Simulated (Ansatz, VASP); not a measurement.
# Bi in VASP and in Ansatz

```xyz
2
Lattice="4.5390 0.0000 0.0000 -2.2695 3.9309 0.0000 0.0000 0.0000 11.8290" Properties=species:S:1:pos:R:3 pbc="T T T"
Bi    0.0000    2.6206    2.9573
Bi    2.2695    1.3103    8.8718
```

Alike in both runs: task electric field gradients; functional PBE; k mesh 9 × 9 × 3; occupations fermi-dirac, width 0.03 eV; no spin polarisation.

```csv
,VASP,Ansatz
version,VASP 6.6.1,Ansatz 0.2.0
potentials or method,"VASP PAW PBE potentials, release 64 (Bi_d)","PAW with Ansatz's default frozen-core files, scalar-relativistic"
plane-wave cutoff (eV),520,420
valence electrons in the cell,30,30
```

|  | VASP | Ansatz | Ansatz less VASP |
| --- | --- | --- | --- |
| pressure (GPa) | -3.3 | -3.3 | +0.02 |
| traceless stress, the component that is largest in VASP (GPa) | 2.95 | 2.95 | -0.001 |
| size of Vzz on the site where it differs most (V/Å²) | 134.3 | 129.0 | -5.25 |

With one functional, cell and mesh, what is left measures potentials, basis and numerics.

Neither program's run includes spin-orbit coupling.
